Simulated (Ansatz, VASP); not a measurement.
Pb in VASP and in Ansatz

INCAR

```
PREC = Accurate ; ENCUT = 520
EDIFF = 1E-7 ; ISMEAR = -1
SIGMA = 0.1 ; LREAL = F
LASPH = T ; NELM = 100
ALGO = Normal ; ISIF = 2
LWAVE = F ; LCHARG = F
NBANDS = 36
```

File KPOINTS:

```
Automatic mesh
0
Gamma
  12 12 4
```

File POSCAR:

```
Pb
1.0
    3.4531235836      0.0000000000      0.0000000000
   -1.7265617918      2.9904927458      0.0000000000
    0.0000000000      0.0000000000     11.2133826644
Pb
4
Direct
    1.0000000000      1.0000000000      0.0000000000
    1.0000000000      1.0000000000      0.5000000000
    0.3333333333      0.6666666667      0.2500000000
    0.6666666667      0.3333333333      0.7500000000
```

Input for Ansatz:

```yaml
crystal:
  lattice:
    - [3.4531235836, 0.0, 0.0]
    - [-1.7265617918, 2.9904927458, 0.0]
    - [0.0, 0.0, 11.2133826644]
  atoms:
    - { symbol: Pb, position: [1.0, 1.0, 0.0] }
    - { symbol: Pb, position: [1.0, 1.0, 0.5] }
    - { symbol: Pb, position: [0.3333333333, 0.6666666667, 0.25] }
    - { symbol: Pb, position: [0.6666666667, 0.3333333333, 0.75] }
hamiltonian:
  xc: lda
  pseudopotentials:
    kind: paw
    azcp:
      Pb: "pseudopotentials/Pb.paw.azcp"
basis:
  ecutwfc: 420
  fft_grid_basis: typed
kpoints:
  mp_grid: { grid: [12, 12, 4], shift: [0, 0, 0] }
magnetization:
  spin_polarized: false
scf:
  occupations: { method: fermi_dirac, width: 0.1 }
  lower_state_search: "off"
output:
  stress: true
```

Alike in both runs: task single point; functional LDA; k mesh 12 × 12 × 4; occupations fermi-dirac, width 0.1 eV; no spin polarisation.

|  | VASP | Ansatz |
| --- | --- | --- |
| version | VASP 6.6.1 | Ansatz 0.2.0 |
| potentials or method | VASP PAW LDA potentials, release 64 (Pb_d), cutoff 520 eV | plane waves (420 eV) with PAW, scalar-relativistic |
| valence electrons in the cell | 56 | 56 |

```tsv
	VASP	Ansatz	Ansatz less VASP
pressure (GPa)	0.2	0.2	-0.07
traceless stress, the component that is largest in VASP (GPa)	0.31	0.31	-0.009
```

Ansatz warns that its potentials were made for another functional, while VASP's fit it. LDA's correlation is that of Perdew and Zunger in VASP and of Perdew and Wang (1992) in Ansatz.

Neither program's run includes spin-orbit coupling.
